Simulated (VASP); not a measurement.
# Ti3Ni (Pm-3m) in VASP: a series of runs

Ti3Ni is run at these levels: PBEsol; tasks: single point.

Program: VASP 6.6.1. These are calculated values, not measurements. Logs are shortened: lines on timing, memory, paths and dates and some standing lists are left out, and cuts for length are marked.

## (1) The cell of the first run

It takes space group Pm-3m (No. 221, cubic). Conventional cell: a = 3.935 Å, b = 3.935 Å, c = 3.935 Å, α = 90.00°, β = 90.00°, γ = 90.00°. Within 3.7 Å of Ni (site symmetry m-3m) lie 12 Ti at 2.78 Å. Within 3.7 Å of Ti (site symmetry 4/mmm) lie 4 Ni at 2.78 Å and 8 Ti at 2.78 Å.

## (2) Single point, PBEsol, collinear spin, ferromagnetic start

Contents of INCAR:

```
SYSTEM = Ti3Ni
ALGO = Normal
EDIFF = 1E-6
ENCUT = 520
GGA = PS
ISIF = 2
ISMEAR = -1
ISPIN = 2
LASPH = .TRUE.
LCHARG = .FALSE.
LMAXMIX = 4
LORBIT = 11
LREAL = .FALSE.
LWAVE = .FALSE.
MAGMOM = 1 1 1 1
NBANDS = 35
NELM = 150
PREC = Accurate
SIGMA = 0.05
```

Contents of KPOINTS:

```
k-points
0
G
  7 7 7
  0 0 0
```

Contents of POSCAR:

```
Ti3Ni
1.0
    3.9351750000      0.0000000000      0.0000000000
    0.0000000000      3.9351750000      0.0000000000
    0.0000000000      0.0000000000      3.9351750000
Ni Ti
1 3
Direct
    0.0000000000      0.0000000000      0.0000000000
    0.5000000000      0.5000000000      0.0000000000
    0.5000000000      0.0000000000      0.5000000000
    0.0000000000      0.5000000000      0.5000000000
```

Potentials or basis: VASP PAW PBE potentials, release 64 (Ni, Ti_sv).

Run with:

```bash
$ cat potpaw_PBE.64/Ni/POTCAR potpaw_PBE.64/Ti_sv/POTCAR > POTCAR
$ mpirun -np 1 vasp_std > vasp.out
```

OUTCAR:

```text
SYSTEM = Ti3Ni
   EDIFF = 1E-6
   ENCUT = 520
   GGA = PS
   ISIF = 2
   ISMEAR = -1
   ISPIN = 2
   LASPH = .TRUE.
   LORBIT = 11
   LREAL = .FALSE.
   NELM = 150
   PREC = Accurate

 ion  position               nearest neighbor table
   1  0.000  0.000  0.000-   2 2.78   3 2.78   4 2.78   3 2.78   4 2.78   2 2.78   4 2.78   4 2.78
                             2 2.78   3 2.78   3 2.78   2 2.78
   2  0.500  0.500  0.000-   1 2.78   3 2.78   4 2.78   3 2.78   4 2.78   1 2.78   3 2.78   3 2.78
                             1 2.78   4 2.78   4 2.78   1 2.78
   3  0.500  0.000  0.500-   1 2.78   2 2.78   4 2.78   1 2.78   2 2.78   2 2.78   4 2.78   2 2.78
                             1 2.78   4 2.78   1 2.78   4 2.78
   4  0.000  0.500  0.500-   1 2.78   2 2.78   3 2.78   1 2.78   2 2.78   1 2.78   3 2.78   1 2.78
                             2 2.78   3 2.78   2 2.78   3 2.78

  LATTYP: Found a simple cubic cell.
 ALAT       =     3.9351750000

  Lattice vectors:

 A1 = (   3.9351750000,   0.0000000000,   0.0000000000)
 A2 = (   0.0000000000,   3.9351750000,   0.0000000000)
 A3 = (   0.0000000000,   0.0000000000,   3.9351750000)

Analysis of symmetry for initial positions (statically):
=====================================================================
 Subroutine PRICEL returns:
 Original cell was already a primitive cell.

 Routine SETGRP: Setting up the symmetry group for a
 simple cubic supercell.

 Subroutine GETGRP returns: Found 48 space group operations
 (whereof 48 operations were pure point group operations)
 out of a pool of 48 trial point group operations.

The static configuration has the point symmetry O_h .

Analysis of symmetry for dynamics (positions and initial velocities):
=====================================================================
 Subroutine PRICEL returns:
 Original cell was already a primitive cell.

 Routine SETGRP: Setting up the symmetry group for a
 simple cubic supercell.

 Subroutine GETGRP returns: Found 48 space group operations
 (whereof 48 operations were pure point group operations)
 out of a pool of 48 trial point group operations.

The dynamic configuration has the point symmetry O_h .

Analysis of structural, dynamic, and magnetic symmetry:
=====================================================================
 Subroutine PRICEL returns:
 Original cell was already a primitive cell.

 Routine SETGRP: Setting up the symmetry group for a
 simple cubic supercell.

 Subroutine GETGRP returns: Found 48 space group operations
 (whereof 48 operations were pure point group operations)
 out of a pool of 48 trial point group operations.

The overall configuration has the point symmetry O_h .

 Subroutine INISYM returns: Found 48 space group operations
 (whereof 48 operations are pure point group operations),
 and found     1 'primitive' translations

----------------------------------------------------------------------------------------

                                     Primitive cell

  volume of cell :      60.9386

  direct lattice vectors                    reciprocal lattice vectors
     3.935175000  0.000000000  0.000000000     0.254118305  0.000000000  0.000000000
     0.000000000  3.935175000  0.000000000     0.000000000  0.254118305  0.000000000
     0.000000000  0.000000000  3.935175000     0.000000000  0.000000000  0.254118305

  length of vectors
     3.935175000  3.935175000  3.935175000     0.254118305  0.254118305  0.254118305

  position of ions in fractional coordinates (direct lattice)
     0.000000000  0.000000000  0.000000000
     0.500000000  0.500000000  0.000000000
     0.500000000  0.000000000  0.500000000
     0.000000000  0.500000000  0.500000000

  ion indices of the primitive-cell ions
   primitive index   ion index
                 1           1
                 2           2
                 3           3
                 4           4

----------------------------------------------------------------------------------------

 KPOINTS: k-points

Automatic generation of k-mesh.
 Grid dimensions read from file:
 generate k-points for:    7    7    7

 Generating k-lattice:

  Cartesian coordinates                     Fractional coordinates (reciprocal lattice)
     0.036302615  0.000000000  0.000000000     0.142857143  0.000000000  0.000000000
     0.000000000  0.036302615  0.000000000     0.000000000  0.142857143  0.000000000
     0.000000000  0.000000000  0.036302615     0.000000000  0.000000000  0.142857143

  Length of vectors
     0.036302615  0.036302615  0.036302615

  Shift w.r.t. Gamma in fractional coordinates (k-lattice)
     0.000000000  0.000000000  0.000000000

 Subroutine IBZKPT returns following result:
 ===========================================

 Found     20 irreducible k-points:

 Following reciprocal coordinates:
            Coordinates               Weight
  0.000000  0.000000  0.000000      1.000000
  0.142857  0.000000  0.000000      6.000000
  0.285714  0.000000  0.000000      6.000000
  0.428571  0.000000  0.000000      6.000000
  0.142857  0.142857  0.000000     12.000000
  0.285714  0.142857  0.000000     24.000000
[... 12 lines left out ...]
  0.428571  0.428571  0.285714     24.000000
  0.428571  0.428571  0.428571      8.000000
   k-points           NKPTS =     20   k-points in BZ     NKDIM =     20   number of bands    NBANDS=     35
   number of dos      NEDOS =    301   number of ions     NIONS =      4
   total plane-waves  NPLWV =  27000
   dimension x,y,z NGX =    30 NGY =   30 NGZ =   30
   dimension x,y,z NGXF=    60 NGYF=   60 NGZF=   60
   ions per type =               1   3
   NGX,Y,Z   is equivalent  to a cutoff of  12.67, 12.67, 12.67 a.u.
   NGXF,Y,Z  is equivalent  to a cutoff of  25.35, 25.35, 25.35 a.u.
 SYSTEM =  Ti3Ni
   PREC   = accura    normal or accurate (medium, high low for compatibility)
   ISTART =      0    job   : 0-new  1-cont  2-samecut
   ICHARG =      2    charge: 1-file 2-atom 10-const
   ISPIN  =      2    spin polarized calculation?
   LNONCOLLINEAR =      F non collinear calculations
   LSORBIT =      F    spin-orbit coupling
   LASPH  =      T    aspherical Exc in radial PAW
   ENCUT  =  520.0 eV  38.22 Ry    6.18 a.u.   7.32  7.32  7.32*2*pi/ulx,y,z
   NELM   =    150;   NELMIN=  2; NELMDL= -5     # of ELM steps
   EDIFF  = 0.1E-05   stopping-criterion for ELM
   LREAL  =      F    real-space projection
   EDIFFG = 0.1E-04   stopping-criterion for IOM
   NSW    =      0    number of steps for IOM
   IBRION =     -1    ionic relax: 0-MD 1-quasi-New 2-CG
   NFREE  =      0    steps in history (QN), initial steepest desc. (CG)
   ISIF   =      2    stress and relaxation
   ISYM   =      2    0-nonsym 1-usesym 2-fastsym
   POTIM  = 0.5000    time-step for ionic-motion
   TEBEG  =    0.0;   TEEND  =   0.0 temperature during run
   PSTRESS=    0.0 pullay stress
   NELECT =      46.0000    total number of electrons
   NUPDOWN=      -1.0000    fix difference up-down
   EMIN   =  10.00;   EMAX   =-10.00  energy-range for DOS
   EFERMI =   0.00;   METHOD = LEGACY
   ISMEAR =    -1;   SIGMA  =   0.05  broadening in eV -4-tet -1-fermi 0-gaus
   EFERMI_NEDOS =   21; number of points for ismear=-14 and -15
   IALGO  =     38    algorithm
   IMIX   =      4    mixing-type and parameters
     AMIX     =   0.40;   BMIX     =  1.00
     AMIX_MAG =   1.60;   BMIX_MAG =  1.00
  volume/ion in A,a.u.               =      15.23       102.81
  Fermi-wavevector in a.u.,A,eV,Ry     =   1.490608  2.816840 30.230943  2.221912
  Thomas-Fermi vector in A             =   2.603368
   LORBIT       =     11    0 simple, 1 ext, 2 COOP (PROOUT), +10 PAW based schemes
   GGA     = PS    functional components
   LHFCALC =     F    Hartree Fock is set to
   AEXX    =    0.0000 exact exchange contribution
   IVDW    =     0    specifies the selected vdW correction
   LEPSILON=     F    determine dielectric tensor
   LRPA    =     F    only Hartree local field effects (RPA)
 spin polarized calculation
  energy-cutoff  :      520.00
  volume of cell :       60.94
 maximum number of plane-waves:      1659
 NGX is ok and might be reduce to    30
   NGX = 15   NGY = 15   NGZ = 15

 number of electron      45.9999982 magnetization       0.0130296

 Free energy of the ion-electron system (eV)
  ---------------------------------------------------
  ext. energy  EPLUGINS =         0.00000000
  ---------------------------------------------------
  free energy    TOTEN  =       -31.49207573 eV

  energy without entropy =      -31.43079739  energy(sigma->0) =      -31.46143656

 E-fermi :   8.5688     XC(G=0): -12.1195

 val. band max:        8.5416944931   @ k =   0.4286   0.4286   0.1429
 cond. band min:       8.5719714785   @ k =   0.4286   0.4286   0.2857
 fundamental gap:      0.0302769854
 Fermi energy:         8.5687569101

 spin component 1

 k-point     1 :       0.0000    0.0000    0.0000
  band No.  band energies     occupation
      1     -47.8609      1.00000
      2     -47.6558      1.00000
      3     -47.6558      1.00000
      4     -24.4445      1.00000
      5     -24.4445      1.00000
      6     -24.4445      1.00000
[... 27 lines left out ...]
     34      12.9445      0.00000
     35      12.9445      0.00000

 k-point     2 :       0.1429    0.0000    0.0000
  band No.  band energies     occupation
      1     -47.8519      1.00000
      2     -47.6648      1.00000
      3     -47.6557      1.00000
      4     -24.4258      1.00000
      5     -24.4258      1.00000
      6     -24.4166      1.00000
[... 27 lines left out ...]
     34      12.9451      0.00000
     35      13.4673      0.00000
[... 644 lines left out ...]
     34      12.3134      0.00000
     35      13.0902      0.00000

 k-point    20 :       0.4286    0.4286    0.4286
  band No.  band energies     occupation
      1     -47.7293      1.00000
      2     -47.7191      1.00000
      3     -47.7191      1.00000
      4     -24.6233      1.00000
      5     -24.4024      1.00000
      6     -24.3987      1.00000
[... 27 lines left out ...]
     34      12.6040      0.00000
     35      12.6786      0.00000
 Fermi energy:         8.5687569101

 spin component 2

 k-point     1 :       0.0000    0.0000    0.0000
  band No.  band energies     occupation
      1     -47.8583      1.00000
      2     -47.6532      1.00000
      3     -47.6532      1.00000
      4     -24.4419      1.00000
      5     -24.4419      1.00000
      6     -24.4419      1.00000
[... 27 lines left out ...]
     34      12.9475      0.00000
     35      12.9475      0.00000

 k-point     2 :       0.1429    0.0000    0.0000
  band No.  band energies     occupation
      1     -47.8493      1.00000
      2     -47.6622      1.00000
      3     -47.6531      1.00000
      4     -24.4231      1.00000
      5     -24.4231      1.00000
      6     -24.4140      1.00000
[... 27 lines left out ...]
     34      12.9480      0.00000
     35      13.4698      0.00000
[... 644 lines left out ...]
     34      12.3165      0.00000
     35      13.0942      0.00000

 k-point    20 :       0.4286    0.4286    0.4286
  band No.  band energies     occupation
      1     -47.7267      1.00000
      2     -47.7165      1.00000
      3     -47.7165      1.00000
      4     -24.6206      1.00000
      5     -24.3999      1.00000
      6     -24.3961      1.00000
[... 27 lines left out ...]
     34      12.6072      0.00000
     35      12.6816      0.00000

------------------------ aborting loop because EDIFF is reached ----------------------------------------

  FORCE on cell =-STRESS in cart. coord.  units (eV):
  Direction    XX          YY          ZZ          XY          YZ          ZX
  --------------------------------------------------------------------------------------
  -------------------------------------------------------------------------------------
  Total       -2.0553414     -2.0553414     -2.0553414      0.0000000     -0.0000000      0.0000000
  in kB      -54.0383894    -54.0383894    -54.0383894      0.0000000     -0.0000000      0.0000000
  external PRESSURE =     -54.0383894 kB  Pullay stress =       0.0000000 kB

 VOLUME and BASIS-vectors are now :
 -----------------------------------------------------------------------------
  energy-cutoff  :      520.00
  volume of cell :       60.94
      direct lattice vectors                 reciprocal lattice vectors
     3.935175000  0.000000000  0.000000000     0.254118305  0.000000000  0.000000000
     0.000000000  3.935175000  0.000000000     0.000000000  0.254118305  0.000000000
     0.000000000  0.000000000  3.935175000     0.000000000  0.000000000  0.254118305

 POSITION                                       TOTAL-FORCE (eV/Angst)
 -----------------------------------------------------------------------------------
      0.00000      0.00000      0.00000         0.000000      0.000000      0.000000
      1.96759      1.96759      0.00000         0.000000      0.000000      0.000000
      1.96759      0.00000      1.96759         0.000000      0.000000      0.000000
      0.00000      1.96759      1.96759         0.000000      0.000000      0.000000
 -----------------------------------------------------------------------------------
    total drift:                                0.000000      0.000000     -0.000000

  FREE ENERGIE OF THE ION-ELECTRON SYSTEM (eV)
  ---------------------------------------------------
  free  energy   TOTEN  =       -31.4920757287 eV

  energy  without entropy=      -31.4307973928  energy(sigma->0) =      -31.46143656

 total charge

# of ion       s       p       d       tot
------------------------------------------
    1        0.534   0.479   8.239   9.251
    2        2.251   6.126   1.934  10.311
    3        2.251   6.126   1.934  10.311
    4        2.251   6.126   1.934  10.311
--------------------------------------------------
tot          7.288  18.856  14.040  40.184

 magnetization (x)

# of ion       s       p       d       tot
------------------------------------------
    1       -0.000   0.000   0.001   0.001
    2        0.000   0.000   0.002   0.002
    3        0.000   0.000   0.002   0.002
    4        0.000   0.000   0.002   0.002
--------------------------------------------------
tot          0.000   0.001   0.007   0.008
```

Wall time 2.5 min (1 thread of Intel Xeon 8259CL, shared host); peak memory 0.22 GiB.

What came out:

* Free energy: -31.4921 eV
* Pressure: -5.4 GPa
* Band gap on the k mesh: zero (filled and empty bands overlap)
* Net moment: 0.01 μB per cell
* Valence electrons inside the program's atomic spheres: Ni 9.25; Ti 10.31

Levels at points of the mesh, in eV from the Fermi level:
Spin up:
| k point | band 20 | band 21 | band 22 | band 23 | band 24 | band 25 | band 26 | band 27 |
| --- | --- | --- | --- | --- | --- | --- | --- | --- |
| (0.00, 0.00, 0.00) | -0.36 | -0.36 | -0.36 | 0.38 | 0.38 | 2.56 | 2.56 | 2.56 |
Spin down:
| k point | band 21 | band 22 | band 23 | band 24 | band 25 | band 26 |
| --- | --- | --- | --- | --- | --- | --- |
| (0.00, 0.00, 0.00) | -0.35 | -0.35 | 0.38 | 0.38 | 2.56 | 2.56 |

Caveat: the cell stands under tension; the PAW data sets were made with another functional, which shifts forces and pressure a little.

## (3) Single point, PBEsol, collinear spin, ferromagnetic start (15.54 Å³/atom)

This run uses another cell than the first one, of 15.54 Å³/atom.

Contents of INCAR:

```
PREC     = Accurate       # precision mode
ENCUT    = 520            # plane-wave cutoff, eV
EDIFF    = 1E-6           # SCF threshold, eV
ISMEAR   = -1             # smearing method
SIGMA    = 0.05           # smearing width, eV
LREAL    = False          # projectors in reciprocal space
LASPH    = True           # aspherical terms in the spheres
NELM     = 150            # most SCF steps
ALGO     = Normal         # electronic algorithm
ISIF     = 2              # what is computed and relaxed
LWAVE    = False          # write WAVECAR
LCHARG   = False          # write CHGCAR
ISPIN    = 2              # spin polarisation
MAGMOM   = 1 1 1 1        # initial moments
LORBIT   = 11             # projections on sites
LMAXMIX  = 4              # l up to which the mixer works
GGA      = PS             # functional
NBANDS   = 35             # bands
```

Contents of KPOINTS:

```
regular mesh
0
Gamma
  7 7 7
```

Contents of POSCAR:

```
Ti3Ni
1.0
    3.9612365211      0.0000000000      0.0000000000
    0.0000000000      3.9612365211      0.0000000000
    0.0000000000      0.0000000000      3.9612365211
Ni Ti
1 3
Direct
    0.0000000000      0.0000000000      0.0000000000
    0.5000000000      0.5000000000      0.0000000000
    0.5000000000      0.0000000000      0.5000000000
    0.0000000000      0.5000000000      0.5000000000
```

Potentials or basis: VASP PAW PBE potentials, release 64 (Ni, Ti_sv).

Run with:

```bash
$ cat potpaw_PBE.64/Ni/POTCAR potpaw_PBE.64/Ti_sv/POTCAR > POTCAR
$ mpirun -np 1 vasp_std > vasp.out
```

Run time: 2.6 min. Hardware: 1 thread of Intel Xeon 8259CL, shared host; peak memory 0.22 GiB.

Results (log left out):

```yaml
Free_energy: -31.4446 eV
Pressure: -7.4 GPa
Band_gap_on_the_k_mesh: zero (filled and empty bands overlap)
Net_moment: 0.00 μB per cell
Valence_electrons_inside_the_program's_atomic_spheres: Ni 9.22; Ti 10.29
```

Levels at points of the mesh, in eV from the Fermi level:
Spin up:
```csv
k point,band 21,band 22,band 23,band 24,band 25,band 26
"(0.00, 0.00, 0.00)",-0.34,-0.34,0.37,0.37,2.50,2.50
```
Spin down:
```
           k point  band 20  band 21  band 22  band 23  band 24  band 25  band 26  band 27
(0.00, 0.00, 0.00)    -0.34    -0.34    -0.34     0.37     0.37     2.50     2.50     2.50
```

Caveat: the cell stands under tension; the PAW data sets were made with another functional, which shifts forces and pressure a little.

[end of part 1 of 2]
